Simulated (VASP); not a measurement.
Write the native input for VASP 6.6.1 that does the following.

```
Task                   : single point
Functional             : PBE
Potentials or basis    : VASP PAW PBE potentials, release 64 (C, P)
Cutoff                 : 520 eV
k mesh                 : 1 × 1 × 1
Occupations            : fermi-dirac, width 0.01 eV
Spin                   : collinear spin
Fixed moment           : 1 μB
Dipole correction      : no
Further INCAR settings : LREAL = Auto; ALGO = Normal; EDIFF = 1e-06; NBANDS = 88
```

The structure of PC30 (a cell with a defect) lies in POSCAR:

```
PC30
1.0
   -3.5716218665      3.5716218665      3.5716218665
    3.5716218665     -3.5716218665      3.5716218665
    3.5716218665      3.5716218665     -3.5716218665
C P
30 1
Direct
    0.0047991569      0.0079096132      0.0046296606
    0.0071057207      0.2566182686      0.7597903078
    0.0022596653      0.5046123797      0.5076483469
    0.0032872426      0.7573574318      0.2543045900
    0.2534496125      0.0035691875      0.7537348811
    0.2548026192      0.2536238911      0.5076204660
    0.2545959658      0.7573234050      0.0020053992
    0.4944263680      0.0086153243      0.4932736320
    0.5077582103      0.2540439568      0.2543786538
    0.5078286319      0.5045722197      0.0014326159
    0.4889463807      0.7401016609      0.7495427162
    0.7540911748      0.0036919051      0.2524834288
    0.7593229036      0.2557713507      0.0061319455
    0.7537124655      0.5043213284      0.7535109318
    0.7531349298      0.7422627209      0.4898780078
   -0.0006999216      0.0025949099      0.7517462988
    0.0045586065      0.2546901429      0.5054037679
    0.0055089337      0.5161390290      0.2680356855
    0.0049244380      0.7540595213      0.0043733217
    0.2508908308      0.0043350398      0.5035337884
    0.2642452364      0.2497933397      0.2646608974
    0.2696717641      0.5182679612      0.0083180295
    0.2507988939      0.7538017546      0.7564287543
    0.5038622262      0.0047587623      0.2502836044
    0.5051863411      0.2547972252      0.0041359989
    0.5040328496      0.5010381028      0.7558636458
    0.7515204648      0.0017513481     -0.0019069755
    0.7538320098      0.2504587876      0.7532576031
    0.7553544357      0.5010280206      0.5035987247
    0.7563935525      0.7537924889      0.2502458603
    0.3793080398      0.6291721952      0.3789529112
```

These files were run (other wordings do the same):

INCAR

```
SYSTEM = PC30
PREC = Accurate
ENCUT = 520
EDIFF = 1E-6
ISMEAR = -1
SIGMA = 0.01
LREAL = Auto
LASPH = .True.
NELM = 200
ALGO = Normal
ISIF = 2
LWAVE = .False.
LCHARG = .False.
ISPIN = 2
MAGMOM = 0 0.01 0.01 0.02 0.01 0.03 0.01 0.1 0.03 0.01 0.01 0.01 0.01 0.01 0.04 0.01 0.01 0.04 0.01 0.03 0.1 0.01 0.01 0.03 0.01 0.01 0.01 0 0.02 0.01 0.01
LORBIT = 11
NUPDOWN = 1.0
GGA = PE
NBANDS = 88
GGA_COMPAT = .False.
```

KPOINTS

```
regular mesh
0
Gamma
  1 1 1
  0 0 0
```

Potentials or basis: VASP PAW PBE potentials, release 64 (C, P).

Run with:

```sh
$ cat potpaw_PBE.64/C/POTCAR potpaw_PBE.64/P/POTCAR > POTCAR
$ mpirun -np 1 vasp_gam > vasp.out
```

Results of the run:

The pressure is 7.6 GPa and the largest force is 0.560 eV/Å. The net moment is 1.00 μB per cell. The site moments are C +0.00, +0.01, +0.02, +0.03, +0.12, +0.05 (each value once); P -0.02 μB and the valence electrons inside the program's atomic spheres are C 2.54, 2.62, 2.61, 2.56, 2.60, 2.55, 2.57 (each value once); P 2.38.

Caveat: the k points lie up to 1.24 Å⁻¹ apart; the total moment is fixed, so each spin has its own Fermi level.

It took 75 s on 1 thread of Intel(R) Xeon(R) Platinum 8488C (Sapphire Rapids), with other jobs on the host, peak memory 0.37 GiB.
